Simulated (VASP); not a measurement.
# BeTe (rocksalt type): single point with PBE

BeTe (rocksalt type):

```
Be Te
1.0
     0.00000    2.71533    2.71533
     2.71533    0.00000    2.71533
     2.71533    2.71533    0.00000
Be Te
1 1
Direct
  0.00000 0.00000 0.00000
  0.50000 0.50000 0.50000
```

This cell differs from its parent crystal: volume scaled by 1.04.

```json
{
  "Program": "VASP 6.6.1",
  "Task": "single point",
  "Functional": "PBE",
  "Potentials or basis": "VASP PAW PBE potentials, release 64 (Be, Te)",
  "Cutoff": "520 eV",
  "k mesh": "13 × 13 × 13",
  "Occupations": "fermi-dirac, width 0.05 eV",
  "Spin": "no spin polarisation",
  "Dipole correction": "no",
  "Further INCAR settings": "ALGO = Normal; EDIFF = 1e-06; NBANDS = 11"
}
```

The pressure is -2.4 GPa and the band gap on the k mesh is zero (band 4 reaches 7.02 eV, above the bottom of band 5 at 5.87 eV).

Levels at points of the mesh, in eV from the Fermi level:
```csv
k point,band 2,band 3,band 4,band 5,band 6,band 7
"(0.00, 0.00, 0.00)",-0.23,-0.23,-0.23,2.73,6.18,6.18
```

Wall time 18 s on 1 thread of AMD EPYC 9R45 96-Core Processor (Zen 5), with other jobs on the host, peak memory 0.16 GiB.

Caveat: spin-orbit coupling is left out, which moves the levels of the heavy elements.
